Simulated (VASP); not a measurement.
# Bi in VASP: a series of runs, part 2 of 2

VASP 6.6.1.

## Step 4: Single point, PBE

This run uses another cell than the first one, of 221.70 Å³/atom, 1.059 times its volume.

Contents of INCAR:

```
ALGO = Normal ; DIPOL = 0.5 0.5 0.344
EDIFF = 1E-6 ; ENCUT = 520
GGA = PE ; IDIPOL = 3
ISIF = 2 ; ISMEAR = -1
LASPH = T ; LCHARG = F
LDIPOL = T ; LREAL = F
LWAVE = F ; NBANDS = 22
NELM = 80 ; PREC = Accurate
SIGMA = 0.02
```

Contents of KPOINTS:

```
k-points
0
Gamma
  6 6 1
```

Contents of POSCAR:

```
Bi
1.0
    4.3503262602      0.0000000000      0.0000000000
   -2.1751631301      3.7674930561      0.0000000000
    0.0000000000      0.0000000000     27.0530695984
Bi
2
Direct
    0.3333333333      0.6666666667      0.3124841456
    0.6666666667      0.3333333333      0.3760342028
```

Potentials or basis: VASP PAW PBE potentials, release 64 (Bi_d).

The run is started by

```console
$ cat potpaw_PBE.64/Bi_d/POTCAR > POTCAR
$ mpirun -np 1 vasp_std > vasp.out
```

OUTCAR:

```text
EDIFF = 1E-6
   ENCUT = 520
   GGA = PE
   ISIF = 2
   ISMEAR = -1
   LASPH = T
   LREAL = F
   NELM = 80
   PREC = Accurate

 ion  position               nearest neighbor table
   1  0.333  0.667  0.312-   2 3.04   2 3.04   2 3.04
   2  0.667  0.333  0.376-   1 3.04   1 3.04   1 3.04

  LATTYP: Found a hexagonal cell.
 ALAT       =     4.3503262602
 C/A-ratio  =     6.2186300476

  Lattice vectors:

[... 350 lines left out ...]

  FORCE on cell =-STRESS in cart. coord.  units (eV):
  Direction    XX          YY          ZZ          XY          YZ          ZX
  --------------------------------------------------------------------------------------
  -------------------------------------------------------------------------------------
  Total        0.0007753      0.0007753      0.0033563      0.0000000      0.0000000      0.0000000
  in kB        0.0028015      0.0028015      0.0121276      0.0000000      0.0000000      0.0000000
  external PRESSURE =       0.0059102 kB  Pullay stress =       0.0000000 kB

 VOLUME and BASIS-vectors are now :
 -----------------------------------------------------------------------------
  energy-cutoff  :      520.00
  volume of cell :      443.40
      direct lattice vectors                 reciprocal lattice vectors
     4.350326260  0.000000000  0.000000000     0.229867817  0.132714246  0.000000000
    -2.175163130  3.767493056  0.000000000     0.000000000  0.265428492  0.000000000
     0.000000000  0.000000000 27.053069598     0.000000000  0.000000000  0.036964382

 POSITION                                       TOTAL-FORCE (eV/Angst)
 -----------------------------------------------------------------------------------
     -0.00000      2.51166      8.45366         0.000000     -0.000000     -0.019926
      2.17516      1.25583     10.17288        -0.000000      0.000000      0.019926
 -----------------------------------------------------------------------------------
    total drift:                               -0.000000      0.000000      0.000035

  FREE ENERGIE OF THE ION-ELECTRON SYSTEM (eV)
  ---------------------------------------------------
  free  energy   TOTEN  =        -7.5306666306 eV

  energy  without entropy=       -7.5306665915  energy(sigma->0) =       -7.53066661

 vacuum level on the upper side and lower side of the slab         1.638         1.638
```

OSZICAR:

```text
N       E                     dE             d eps       ncg     rms          rms(c)
DAV:   1     0.208310308418E+03    0.20831E+03   -0.13510E+04   428   0.998E+02
DAV:   2     0.910822524604E+01   -0.19920E+03   -0.19572E+03   358   0.272E+02
DAV:   3    -0.697555252667E+01   -0.16084E+02   -0.16010E+02   368   0.949E+01
[... 12 lines left out ...]
DAV:  16    -0.753064510082E+01   -0.38951E-04   -0.27554E-06   270   0.481E-03    0.522E-04
DAV:  17    -0.753065430288E+01   -0.92021E-05   -0.18731E-07   286   0.197E-03    0.344E-04
DAV:  18    -0.753066395028E+01   -0.96474E-05   -0.37273E-07   270   0.178E-03    0.144E-04
DAV:  19    -0.753066581084E+01   -0.18606E-05   -0.36892E-08   264   0.774E-04    0.682E-05
DAV:  20    -0.753066663063E+01   -0.81979E-06   -0.18312E-08   238   0.435E-04
   1 F= -.75306666E+01 E0= -.75306666E+01  d E =-.391033E-07
```

stdout:

```text
POSCAR found type information on POSCAR Bi
 POSCAR found :  1 types and       2 ions
 scaLAPACK will be used
 LDA part: xc-table for (Slater+PW92), standard interpolation
 POSCAR, INCAR and KPOINTS ok, starting setup
 FFT: planning ... GRIDC
 FFT: planning ... GRID_SOFT
 FFT: planning ... GRID
 WAVECAR not read
 entering main loop
```

Wall time 62 s (1 thread of Intel Xeon 6975P-C (Granite Rapids), shared host); peak memory 0.46 GiB.

Results:

| Item | Value |
| --- | --- |
| Free energy | -7.5307 eV |
| Largest force | 0.020 eV/Å |
| Band gap on the k mesh | 0.56 eV, direct |

Forces on the atoms (eV/Å):
```
Bi   0.000  0.000 -0.020
Bi   0.000  0.000  0.020
```

Caveat: spin-orbit coupling is left out, which moves the levels of the heavy elements.

## Step 5: Single point, r2SCAN

This run uses another cell than the first one, of 218.10 Å³/atom, 1.042 times its volume.

Contents of POSCAR:

```
Bi
1.0
    4.3148968867      0.0000000000      0.0000000000
   -2.1574484433      3.7368103186      0.0000000000
    0.0000000000      0.0000000000     27.0530695984
Bi
2
Direct
    0.3333333333      0.6666666667      0.3127438498
    0.6666666667      0.3333333333      0.3757744986
```

Contents of INCAR.step1:

```
PREC     = Accurate       # precision mode
ENCUT    = 520            # plane-wave cutoff, eV
ISMEAR   = -1             # smearing method
SIGMA    = 0.02           # smearing width, eV
LREAL    = F              # projectors in reciprocal space
LASPH    = T              # aspherical terms in the spheres
NELM     = 100            # most SCF steps
LDIPOL   = T            
IDIPOL   = 3            
DIPOL    = 0.5 0.5 0.344
NBANDS   = 22             # bands
GGA      = PE             # functional
ALGO     = Normal         # electronic algorithm
EDIFF    = 1E-4           # SCF threshold, eV
LWAVE    = T              # write WAVECAR
LCHARG   = F              # write CHGCAR
```

Contents of INCAR.step2:

```
PREC     = Accurate       # precision mode
ENCUT    = 520            # plane-wave cutoff, eV
EDIFF    = 1E-6           # SCF threshold, eV
ISMEAR   = -1             # smearing method
SIGMA    = 0.02           # smearing width, eV
LREAL    = F              # projectors in reciprocal space
LASPH    = T              # aspherical terms in the spheres
NELM     = 100            # most SCF steps
ALGO     = Normal         # electronic algorithm
ISIF     = 2              # what is computed and relaxed
LWAVE    = F              # write WAVECAR
LCHARG   = F              # write CHGCAR
LDIPOL   = T            
IDIPOL   = 3            
DIPOL    = 0.5 0.5 0.344
METAGGA  = R2SCAN         # meta-GGA
LMIXTAU  = T            
NBANDS   = 22             # bands
ISTART   = 1
```

Contents of KPOINTS:

```
regular mesh
0
Gamma
  6 6 1
```

Potentials or basis: VASP PAW PBE potentials, release 64 (Bi_d).

The run is started by

```console
$ cat potpaw_PBE.64/Bi_d/POTCAR > POTCAR
$ cp INCAR.step1 INCAR
$ mpirun -np 1 vasp_std > vasp.out
$ cp INCAR.step2 INCAR
$ mpirun -np 1 vasp_std > vasp.out
```

OUTCAR:

```text
PREC = Accurate
   ENCUT = 520
   EDIFF = 1E-6
   ISMEAR = -1
   LREAL = F
   LASPH = T
   NELM = 100
   ISIF = 2
   METAGGA = R2SCAN
   ISTART = 1

 ion  position               nearest neighbor table
   1  0.333  0.667  0.313-   2 3.02   2 3.02   2 3.02
   2  0.667  0.333  0.376-   1 3.02   1 3.02   1 3.02

  LATTYP: Found a hexagonal cell.
 ALAT       =     4.3148968867
 C/A-ratio  =     6.2696908660

  Lattice vectors:

 A1 = (   4.3148968867,   0.0000000000,   0.0000000000)
 A2 = (  -2.1574484433,   3.7368103186,   0.0000000000)
 A3 = (   0.0000000000,   0.0000000000,  27.0530695984)

Analysis of symmetry for initial positions (statically):
=====================================================================
 Subroutine PRICEL returns:
 Original cell was already a primitive cell.

 Routine SETGRP: Setting up the symmetry group for a
 hexagonal supercell.

 Subroutine GETGRP returns: Found 12 space group operations
[... 148 lines left out ...]
  free energy    TOTEN  =      -116.74553792 eV

  energy without entropy =     -116.74553792  energy(sigma->0) =     -116.74553792

 E-fermi :  -2.2450     XC(G=0):  -2.0345

 val. band max:       -2.7084350078   @ k =   0.0000   0.0000   0.0000
 cond. band min:      -1.8441354223   @ k =   0.0000   0.0000   0.0000
 fundamental gap:      0.8642995855
 Fermi energy:        -2.2450112872

 k-point     1 :       0.0000    0.0000    0.0000
  band No.  band energies     occupation
      1     -25.9196      2.00000
      2     -25.9196      2.00000
      3     -25.7706      2.00000
      4     -25.7706      2.00000
      5     -25.7399      2.00000
      6     -25.5630      2.00000
[... 164 lines left out ...]
     21       4.5102      0.00000
     22       5.0634      0.00000

------------------------ aborting loop because EDIFF is reached ----------------------------------------

 vacuum level on the upper side and lower side of the slab       (xc-potential included)        -0.009        -0.008

  FORCE on cell =-STRESS in cart. coord.  units (eV):
  Direction    XX          YY          ZZ          XY          YZ          ZX
  --------------------------------------------------------------------------------------
  -------------------------------------------------------------------------------------
  Total       -0.0362416     -0.0362416     -0.0028400     -0.0000000      0.0000000      0.0000000
  in kB       -0.1331161     -0.1331161     -0.0104313     -0.0000000      0.0000000      0.0000000
  external PRESSURE =      -0.0922211 kB  Pullay stress =       0.0000000 kB

 VOLUME and BASIS-vectors are now :
 -----------------------------------------------------------------------------
  energy-cutoff  :      520.00
  volume of cell :      436.20
      direct lattice vectors                 reciprocal lattice vectors
     4.314896887  0.000000000  0.000000000     0.231755248  0.133803955  0.000000000
    -2.157448443  3.736810319  0.000000000     0.000000000  0.267607910  0.000000000
     0.000000000  0.000000000 27.053069598     0.000000000  0.000000000  0.036964382

 POSITION                                       TOTAL-FORCE (eV/Angst)
 -----------------------------------------------------------------------------------
     -0.00000      2.49121      8.46068        -0.000000      0.000000     -0.020974
      2.15745      1.24560     10.16585         0.000000     -0.000000      0.020974
 -----------------------------------------------------------------------------------
    total drift:                                0.000000     -0.000000     -0.000039

  FREE ENERGIE OF THE ION-ELECTRON SYSTEM (eV)
  ---------------------------------------------------
  free  energy   TOTEN  =      -116.7455379205 eV

  energy  without entropy=     -116.7455379205  energy(sigma->0) =     -116.74553792

 vacuum level on the upper side and lower side of the slab         1.662         1.660
```

Run time: 4.9 min. Hardware: 1 thread of Intel Xeon 6975P-C (Granite Rapids), shared host; peak memory 0.52 GiB.

Results:

| Quantity | Value |
| --- | --- |
| Free energy | -116.7455 eV |
| Largest force | 0.021 eV/Å |
| Band gap on the k mesh | 0.86 eV, direct |

Forces on the atoms (eV/Å):
```
Bi   0.000  0.000 -0.021
Bi   0.000  0.000  0.021
```

Caveat: the PAW data sets were made with another functional, which shifts forces and pressure a little; spin-orbit coupling is left out, which moves the levels of the heavy elements.

## Step 6: The runs side by side

| level | potentials or basis | cell | gap on the mesh (eV) | largest force (eV/Å) |
| --- | --- | --- | --- | --- |
| LDA | VASP PAW LDA potentials, release 64 (Bi_d) | a = 4.227, b = 4.227, c = 27.053 Å, angles 90.0, 90.0, 120.0°, 2 atoms | 0.57 | 0.05 |
| PBEsol | VASP PAW PBE potentials, release 64 (Bi_d) | a = 4.265, b = 4.265, c = 27.053 Å, angles 90.0, 90.0, 120.0°, 2 atoms | 0.57 | 0.02 |
| PBE | VASP PAW PBE potentials, release 64 (Bi_d) | a = 4.350, b = 4.350, c = 27.053 Å, angles 90.0, 90.0, 120.0°, 2 atoms | 0.56 | 0.02 |
| r2SCAN | VASP PAW PBE potentials, release 64 (Bi_d) | a = 4.315, b = 4.315, c = 27.053 Å, angles 90.0, 90.0, 120.0°, 2 atoms | 0.86 | 0.02 |

Alike in all rows: task single point; no spin polarisation; k mesh 6 × 6 × 1; cutoff (eV) 520; smearing fermi-dirac 0.02 eV.

Caveats: spin-orbit coupling is left out, which moves the levels of the heavy elements; the PAW data sets were made with another functional, which shifts forces and pressure a little (some runs).

Absolute energies hang on the potentials; compare differences alone.
